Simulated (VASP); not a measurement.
**Si4N: single point with PBE**

The system is Si4N.

```
CELL_PARAMETERS angstrom
4.17701 0.00000 0.00000
-1.05114 4.07910 0.00000
-0.67959 -0.43345 4.32807
ATOMIC_POSITIONS crystal
Si 0.37743 0.35124 0.09787
Si 0.68120 0.14298 0.75142
Si 0.14714 0.70076 0.77109
Si 0.79573 0.81264 0.34240
N 0.99851 0.99237 0.03722
```

* Program: VASP 6.6.1
* Task: single point
* Functional: PBE
* Potentials or basis: VASP PAW PBE potentials, release 64 (Si, N)
* Cutoff: 520 eV
* k mesh: 4 × 4 × 4
* Occupations: gaussian, width 0.1 eV
* Spin: no spin polarisation
* Dipole correction: no
* Further INCAR settings: ALGO = Normal; EDIFF = 1e-07; NBANDS = 18

```
Pressure      : 1.6 GPa
Largest force : 0.075 eV/Å
```

Forces in eV/Å, atoms in the order of the input:
```
Si  -0.017  0.041  0.039
Si  -0.001  0.058 -0.015
Si  -0.026 -0.066 -0.003
Si   0.068  0.029  0.011
N   -0.024 -0.062 -0.032
```

Stress tensor (GPa, compression positive):
```
1.73 0.46 1.20
0.46 1.68 0.71
1.20 0.71 1.44
```

Levels at points of the mesh, in eV from the Fermi level:
```
           k point  band 8  band 9  band 10  band 11  band 12  band 13
(0.00, 0.00, 0.00)   -3.79   -2.83    -1.49     0.25     1.14     1.85
(0.50, 0.00, 0.00)   -4.15   -2.68    -1.02     0.48     0.74     1.87
(0.00, 0.50, 0.00)   -4.13   -2.99    -0.90    -0.02     0.88     1.90
(0.50, 0.50, 0.00)   -3.68   -1.92    -1.44    -0.66    -0.30     2.11
(0.00, 0.00, 0.50)   -3.41   -2.50    -1.78    -0.19     0.62     1.42
(0.50, 0.00, 0.50)   -3.84   -2.35    -0.78    -0.50     0.36     2.41
(0.00, 0.50, 0.50)   -4.04   -1.80    -0.77    -0.45     0.91     2.75
(0.50, 0.50, 0.50)   -4.65   -2.55    -1.93     0.95     2.61     4.11
```

Run time: 34 s on 1 thread of AMD EPYC 9R45 96-Core Processor (Zen 5), on a shared host, peak memory 0.16 GiB.

Caveat: the k points lie up to 0.39 Å⁻¹ apart.
